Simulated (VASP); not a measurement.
# H (P2_12_12_1) in VASP: a series of runs

H is run at these levels: PBE; tasks: single point, relaxation of cell and atoms.

All numbers are computed with VASP 6.6.1; they aren't measurements. Logs are shortened: lines on timing, memory, paths and dates and some standing lists are left out, and cuts for length are marked.

## Step 1: The cell of the first run

The structure is orthorhombic, space group P2_12_12_1 (No. 19). Conventional cell: a = 7.177 Å, b = 7.187 Å, c = 7.208 Å, α = 90.00°, β = 90.00°, γ = 90.00°. H (site symmetry 1) has 1 H at 0.74 Å within 1.0 Å. Within 1.0 Å of H (site symmetry 1) lie 1 H at 0.74 Å.

## Step 2: Single point, PBE

INCAR reads:

```
SYSTEM = H
  PREC = Accurate
  ENCUT = 520
  EDIFF = 1E-6
  ISMEAR = 0
  SIGMA = 0.1
  LREAL = .FALSE.
  LASPH = .TRUE.
  NELM = 100
  ALGO = Normal
  ISIF = 2
  LWAVE = .FALSE.
  LCHARG = .FALSE.
  GGA = PE
  NBANDS = 14
```

KPOINTS reads:

```
regular mesh
0
G
  4 4 4
  0 0 0
```

POSCAR reads:

```
H
1.0
    7.1772243400      0.0000000000      0.0000000000
    0.0000000000      7.1869279200      0.0000000000
    0.0000000000      0.0000000000      7.2081540300
H
8
Direct
    0.3655326100      0.7217362900      0.6472593300
    0.8655326100      0.7782637100      0.3527406700
    0.6344673900      0.2217362900      0.8527406700
    0.1344673900      0.2782637100      0.1472593300
    0.6445223500      0.1492589600      0.7802707100
    0.1445223500      0.3507410400      0.2197292900
    0.3554776500      0.6492589600      0.7197292900
    0.8554776500      0.8507410400      0.2802707100
```

Potentials or basis: VASP PAW PBE potentials, release 64 (H).

Run with:

```console
> cat potpaw_PBE.64/H/POTCAR > POTCAR
> mpirun -np 1 vasp_std > vasp.out
```

OUTCAR:

```text
SYSTEM = H
   PREC = Accurate
   ENCUT = 520
   EDIFF = 1E-6
   ISMEAR = 0
   LREAL = .FALSE.
   LASPH = .TRUE.
   NELM = 100
   ISIF = 2
   GGA = PE

 ion  position               nearest neighbor table
   1  0.366  0.722  0.647-   7 0.74
   2  0.866  0.778  0.353-   8 0.74
   3  0.634  0.222  0.853-   5 0.74
   4  0.134  0.278  0.147-   6 0.74
   5  0.645  0.149  0.780-   3 0.74
   6  0.145  0.351  0.220-   4 0.74
   7  0.355  0.649  0.720-   1 0.74
   8  0.855  0.851  0.280-   2 0.74

  LATTYP: Found a simple orthorhombic cell.
 ALAT       =     7.1772243400
 B/A-ratio  =     1.0013519962
 C/A-ratio  =     1.0043094222

  Lattice vectors:

 A1 = (   7.1772243400,   0.0000000000,   0.0000000000)
 A2 = (   0.0000000000,   7.1869279200,   0.0000000000)
 A3 = (   0.0000000000,   0.0000000000,   7.2081540300)

Analysis of symmetry for initial positions (statically):
=====================================================================
 Subroutine PRICEL returns:
 Original cell was already a primitive cell.

 Routine SETGRP: Setting up the symmetry group for a
 simple orthorhombic supercell.

 Subroutine GETGRP returns: Found  4 space group operations
 (whereof  1 operations were pure point group operations)
 out of a pool of  8 trial point group operations.

The static configuration has the point symmetry C_1 .
 The point group associated with its full space group is D_2 .

Analysis of symmetry for dynamics (positions and initial velocities):
=====================================================================
 Subroutine PRICEL returns:
 Original cell was already a primitive cell.

 Routine SETGRP: Setting up the symmetry group for a
 simple orthorhombic supercell.

 Subroutine GETGRP returns: Found  4 space group operations
 (whereof  1 operations were pure point group operations)
 out of a pool of  8 trial point group operations.

The dynamic configuration has the point symmetry C_1 .
 The point group associated with its full space group is D_2 .

 Subroutine INISYM returns: Found  4 space group operations
 (whereof  1 operations are pure point group operations),
 and found     1 'primitive' translations

----------------------------------------------------------------------------------------

                                     Primitive cell

  volume of cell :     371.8124

  direct lattice vectors                    reciprocal lattice vectors
     7.177224340  0.000000000  0.000000000     0.139329628  0.000000000  0.000000000
[... 118 lines left out ...]
     AMIX_MAG =   1.60;   BMIX_MAG =  1.00
  volume/ion in A,a.u.               =      46.48       313.64
  Fermi-wavevector in a.u.,A,eV,Ry     =   0.455334  0.860457  2.820885  0.207329
  Thomas-Fermi vector in A             =   1.438862
   LORBIT       =      0    0 simple, 1 ext, 2 COOP (PROOUT), +10 PAW based schemes
   GGA     = PE    functional components
   LHFCALC =     F    Hartree Fock is set to
   AEXX    =    0.0000 exact exchange contribution
   IVDW    =     0    specifies the selected vdW correction
   LEPSILON=     F    determine dielectric tensor
   LRPA    =     F    only Hartree local field effects (RPA)
 non-spin polarized calculation
 Gauss-broadening in eV      SIGMA  =   0.10
  energy-cutoff  :      520.00
  volume of cell :      371.81
 maximum number of plane-waves:     10060
 NGX is ok and might be reduce to    54
   NGX = 27   NGY = 27   NGZ = 27

 number of electron       7.9999998 magnetization

 Free energy of the ion-electron system (eV)
  ---------------------------------------------------
  ext. energy  EPLUGINS =         0.00000000
  ---------------------------------------------------
  free energy    TOTEN  =       -27.10001004 eV

  energy without entropy =      -27.10001004  energy(sigma->0) =      -27.10001004

 E-fermi :  -9.5420     XC(G=0):  -2.6185

 val. band max:       -9.9957683794   @ k =   0.2500   0.0000   0.0000
 cond. band min:      -0.2105515818   @ k =   0.0000   0.0000   0.2500
 fundamental gap:      9.7852167976
 Fermi energy:        -9.5419604448

 k-point     1 :       0.0000    0.0000    0.0000
  band No.  band energies     occupation
      1     -10.1571      2.00000
      2     -10.0528      2.00000
      3     -10.0104      2.00000
      4      -9.9959      2.00000
      5      -0.1676      0.00000
      6       0.2820      0.00000
      7       0.3482      0.00000
      8       1.1379      0.00000
      9       1.4252      0.00000
     10       1.5359      0.00000
     11       1.5504      0.00000
     12       1.8935      0.00000
     13       2.9409      0.00000
     14       3.1833      0.00000
[... 377 lines left out ...]
      1     -10.0877      2.00000
      2     -10.0877      2.00000
      3     -10.0190      2.00000
      4     -10.0190      2.00000
      5      -0.1514      0.00000
      6      -0.1514      0.00000
      7       0.4759      0.00000
      8       0.4759      0.00000
      9       1.3208      0.00000
     10       1.3208      0.00000
     11       1.9301      0.00000
     12       1.9301      0.00000
     13       3.1763      0.00000
     14       3.1763      0.00000

 [... further k-points ...]

------------------------ aborting loop because EDIFF is reached ----------------------------------------

  FORCE on cell =-STRESS in cart. coord.  units (eV):
  Direction    XX          YY          ZZ          XY          YZ          ZX
  --------------------------------------------------------------------------------------
  -------------------------------------------------------------------------------------
  Total       -0.1392034      0.2964476      0.3109607      0.0000000      0.0000000      0.0000000
  in kB       -0.5998414      1.2774227      1.3399611      0.0000000      0.0000000      0.0000000
  external PRESSURE =       0.6725141 kB  Pullay stress =       0.0000000 kB

 VOLUME and BASIS-vectors are now :
 -----------------------------------------------------------------------------
  energy-cutoff  :      520.00
  volume of cell :      371.81
      direct lattice vectors                 reciprocal lattice vectors
     7.177224340  0.000000000  0.000000000     0.139329628  0.000000000  0.000000000
     0.000000000  7.186927920  0.000000000     0.000000000  0.139141510  0.000000000
     0.000000000  0.000000000  7.208154030     0.000000000  0.000000000  0.138731775

 POSITION                                       TOTAL-FORCE (eV/Angst)
 -----------------------------------------------------------------------------------
      2.62351      5.18707      4.66554         0.031381      0.223811     -0.225026
      6.21212      5.59333      2.54261         0.031381     -0.223811      0.225026
      4.55371      1.59360      6.14669        -0.031381      0.223811      0.225026
      0.96510      1.99986      1.06147        -0.031381     -0.223811     -0.225026
      4.62588      1.07271      5.62431         0.029961     -0.224514     -0.223652
      1.03727      2.52075      1.58384         0.029961      0.224514      0.223652
      2.55134      4.66618      5.18792        -0.029961     -0.224514      0.223652
      6.13996      6.11421      2.02023        -0.029961      0.224514     -0.223652
 -----------------------------------------------------------------------------------
    total drift:                                0.000000      0.000000     -0.000000

  FREE ENERGIE OF THE ION-ELECTRON SYSTEM (eV)
  ---------------------------------------------------
  free  energy   TOTEN  =       -27.1000100417 eV

  energy  without entropy=      -27.1000100417  energy(sigma->0) =      -27.10001004
```

OSZICAR:

```text
N       E                     dE             d eps       ncg     rms          rms(c)
DAV:   1     0.410463084392E+01    0.41046E+01   -0.20983E+03   756   0.334E+02
DAV:   2    -0.274055211571E+02   -0.31510E+02   -0.31113E+02   918   0.784E+01
DAV:   3    -0.298734546123E+02   -0.24679E+01   -0.24656E+01  1020   0.233E+01
DAV:   4    -0.298944405294E+02   -0.20986E-01   -0.20985E-01   858   0.249E+00
DAV:   5    -0.298945957755E+02   -0.15525E-03   -0.15525E-03  1064   0.227E-01    0.908E+00
DAV:   6    -0.280635011931E+02    0.18311E+01   -0.81664E-01   884   0.317E+00    0.495E+00
DAV:   7    -0.270787155902E+02    0.98479E+00   -0.20034E+00   934   0.505E+00    0.637E-01
DAV:   8    -0.271070571846E+02   -0.28342E-01   -0.30018E-02   822   0.624E-01    0.498E-01
DAV:   9    -0.270982435953E+02    0.88136E-02   -0.19969E-02   924   0.469E-01    0.592E-02
DAV:  10    -0.270999145797E+02   -0.16710E-02   -0.30446E-04   780   0.130E-01    0.268E-02
DAV:  11    -0.271000032085E+02   -0.88629E-04   -0.65864E-05   918   0.413E-02    0.849E-03
DAV:  12    -0.271000095643E+02   -0.63559E-05   -0.10969E-05   774   0.196E-02    0.896E-04
DAV:  13    -0.271000100417E+02   -0.47739E-06   -0.12138E-07  1044   0.192E-03
   1 F= -.27100010E+02 E0= -.27100010E+02  d E =-.377835E-10
```

stdout:

```text
POSCAR found type information on POSCAR H
 POSCAR found :  1 types and       8 ions
 scaLAPACK will be used
 LDA part: xc-table for (Slater+PW92), standard interpolation
 POSCAR, INCAR and KPOINTS ok, starting setup
 FFT: planning ... GRIDC
 FFT: planning ... GRID_SOFT
 FFT: planning ... GRID
 WAVECAR not read
 entering main loop
```

It took 62 s on 1 thread of Intel Xeon 6975P-C (Granite Rapids), shared host; peak memory 0.43 GiB.

Results:

- Free energy: -27.1000 eV
- Pressure: 0.1 GPa
- Largest force: 0.319 eV/Å
- Band gap on the k mesh: 9.79 eV

Forces on the atoms (eV/Å):
```
H    0.031  0.224 -0.225
H    0.031 -0.224  0.225
H   -0.031  0.224  0.225
H   -0.031 -0.224 -0.225
H    0.030 -0.225 -0.224
H    0.030  0.225  0.224
H   -0.030 -0.225  0.224
H   -0.030  0.225 -0.224
```

Stress tensor (GPa, compression positive):
```
-0.06  0.00  0.00
 0.00  0.13  0.00
 0.00  0.00  0.13
```

Caveat: this functional lacks dispersion, which holds the molecules together, so the pressure and a relaxed volume are unreliable. A k mesh can miss the band edges.

## Step 3: Relaxation of cell and atoms, PBE

This run uses another cell than the first one, of 39.37 Å³/atom.

INCAR reads:

```
SYSTEM = H
PREC     = Accurate       ! precision mode
ENCUT    = 600            ! plane-wave cutoff, eV
EDIFF    = 1E-7           ! SCF threshold, eV
ISMEAR   = 0              ! smearing method
SIGMA    = 0.02           ! smearing width, eV
LREAL    = .False.        ! projectors in reciprocal space
LASPH    = .True.         ! aspherical terms in the spheres
NELM     = 60             ! most SCF steps
ALGO     = Normal         ! electronic algorithm
ISIF     = 3              ! what is computed and relaxed
LWAVE    = .False.        ! write WAVECAR
LCHARG   = .False.        ! write CHGCAR
GGA      = PE             ! functional
IBRION   = 2              ! ionic algorithm
NSW      = 100            ! ionic steps
EDIFFG   = -0.01          ! ionic threshold
```

KPOINTS reads:

```
regular mesh
0
Gamma
  4 4 4
  0 0 0
```

POSCAR reads:

```
H
1.0
    6.7871350256      0.0000000000      0.0000000000
    0.0000000000      6.7223997370      0.0000000000
    0.0000000000      0.0000000000      6.9033646210
H
8
Direct
    0.4290385252      0.6970271869      0.5940938301
    0.9290385252      0.8029728131      0.4059061699
    0.5709614748      0.1970271869      0.9059061699
    0.0709614748      0.3029728131      0.0940938301
    0.5771928453      0.1156029906      0.8316902490
    0.0771928453      0.3843970094      0.1683097510
    0.4228071547      0.6156029906      0.6683097510
    0.9228071547      0.8843970094      0.3316902490
```

Potentials or basis: VASP PAW PBE potentials, release 64 (H).

Run with:

```console
> cat potpaw_PBE.64/H/POTCAR > POTCAR
> mpirun -np 1 vasp_std > vasp.out
```

Run time: 13 min. Hardware: 1 thread of Intel Xeon 6975P-C (Granite Rapids), shared host; peak memory 0.43 GiB.

Results (log left out):

```
Free energy                           : -27.1503 eV
Relaxed volume                        : 22.35 Å³/atom
Relaxed cell                          : a = 5.497 Å, b = 5.430 Å, c = 5.991 Å, α = 90.00°, β = 90.00°, γ = 90.00°
Space group after relaxing (to 0.1 Å) : P2_12_12_1 (No. 19)
Energy gained by relaxing             : 3.2 meV/atom
Ionic steps                           : 33
Pressure after relaxing               : 0.0 GPa
Largest force after relaxing          : 0.008 eV/Å
Band gap on the k mesh                : 9.21 eV (least direct gap 9.39 eV)
```

Forces in eV/Å, atoms in the order of the input:
```
H   -0.005 -0.002 -0.005
H   -0.005  0.002  0.005
H    0.005 -0.002  0.005
H    0.005  0.002 -0.005
H    0.001 -0.002  0.004
H    0.001  0.002 -0.004
H   -0.001 -0.002 -0.004
H   -0.001  0.002  0.004
```

Step by step:
| step | energy change (eV) | largest force (eV/Å) | pressure (GPa) | volume (Å³) |
| --- | --- | --- | --- | --- |
| 1 | 0.0000 | 0.0267 | -0.06 | 314.97 |
| 2 | 0.0002 | 0.0814 | 0.00 | 314.34 |
| 3 | -0.0001 | 0.0147 | -0.04 | 314.73 |
| 4 | -0.0002 | 0.0150 | -0.04 | 314.18 |
| 5 | -0.0007 | 0.0158 | -0.04 | 312.52 |
| 6 | -0.0016 | 0.0176 | -0.03 | 309.22 |
| 7 | -0.0034 | 0.0224 | -0.03 | 302.70 |
| 8 | -0.0067 | 0.0363 | -0.02 | 289.92 |
| 9 | -0.0124 | 0.0822 | 0.01 | 265.45 |
| 10 | -0.0191 | 0.2502 | 0.15 | 220.65 |
| 11 | 0.0355 | 0.9428 | 1.13 | 146.57 |
| 12 | -0.0022 | 0.6661 | 0.52 | 195.26 |
| 13 | 0.0143 | 0.8551 | 0.82 | 169.77 |
| 14 | 0.0143 | 0.8552 | 0.82 | 169.76 |
| 15 | 0.0143 | 0.8548 | 0.82 | 169.73 |
| 16 | 0.0142 | 0.8542 | 0.82 | 169.66 |
| 17 | 0.0142 | 0.8530 | 0.82 | 169.53 |
| 18 | 0.0141 | 0.8507 | 0.82 | 169.26 |
| 19 | 0.0138 | 0.8461 | 0.82 | 168.72 |
| 20 | 0.0134 | 0.8369 | 0.82 | 167.64 |
| 21 | 0.0126 | 0.8191 | 0.82 | 165.50 |
| 22 | 0.0116 | 0.7856 | 0.82 | 161.27 |
| 23 | 0.0119 | 0.7269 | 0.84 | 153.03 |
| 24 | 0.0106 | 0.7127 | 0.83 | 153.43 |
| 25 | 0.0068 | 0.6707 | 0.77 | 154.65 |
| 26 | -0.0001 | 0.5876 | 0.67 | 157.11 |
| 27 | -0.0113 | 0.4259 | 0.48 | 162.10 |
| 28 | -0.0238 | 0.1191 | 0.14 | 172.40 |
| 29 | -0.0143 | 0.4378 | -0.37 | 194.27 |
| 30 | -0.0255 | 0.0362 | -0.01 | 178.30 |
| 31 | -0.0255 | 0.0505 | -0.03 | 178.83 |
| 32 | -0.0255 | 0.0374 | -0.01 | 178.83 |
| 33 | -0.0256 | 0.0077 | 0.02 | 178.81 |

Final structure:
```
H
1.0
     5.49674    0.00000    0.00000
     0.00000    5.43018    0.00000
     0.00000    0.00000    5.99054
H
8
Direct
  0.42831 0.70571 0.58612
  0.92831 0.79429 0.41388
  0.57169 0.20571 0.91388
  0.07169 0.29429 0.08612
  0.57419 0.10855 0.82493
  0.07419 0.39145 0.17507
  0.42581 0.60855 0.67507
  0.92581 0.89145 0.32493
```

Levels at points of the mesh, in eV from the valence-band top:
| k point | band 2 | band 3 | band 4 | band 5 | band 6 | band 7 |
| --- | --- | --- | --- | --- | --- | --- |
| (0.00, 0.00, 0.00) | -0.50 | -0.32 | 0.00 | 10.41 | 10.43 | 10.51 |
| (0.50, 0.00, 0.00) | -0.83 | -0.15 | -0.15 | 9.97 | 9.97 | 10.46 |
| (0.00, 0.50, 0.00) | -0.75 | -0.24 | -0.24 | 9.89 | 9.89 | 10.65 |
| (0.50, 0.50, 0.00) | -0.56 | -0.44 | -0.44 | 9.87 | 9.87 | 10.74 |
| (0.00, 0.00, 0.50) | -0.89 | -0.09 | -0.09 | 9.70 | 9.70 | 10.81 |
| (0.50, 0.00, 0.50) | -0.80 | -0.18 | -0.18 | 9.21 | 9.21 | 11.57 |
| (0.00, 0.50, 0.50) | -0.72 | -0.27 | -0.27 | 9.29 | 9.29 | 10.84 |
| (0.50, 0.50, 0.50) | -0.49 | -0.49 | -0.49 | 9.68 | 9.68 | 9.68 |

Caveat: the volume moved by over 15 % at a fixed basis, so the end points are rough; this functional lacks dispersion, which holds the molecules together, so the pressure and a relaxed volume are unreliable.
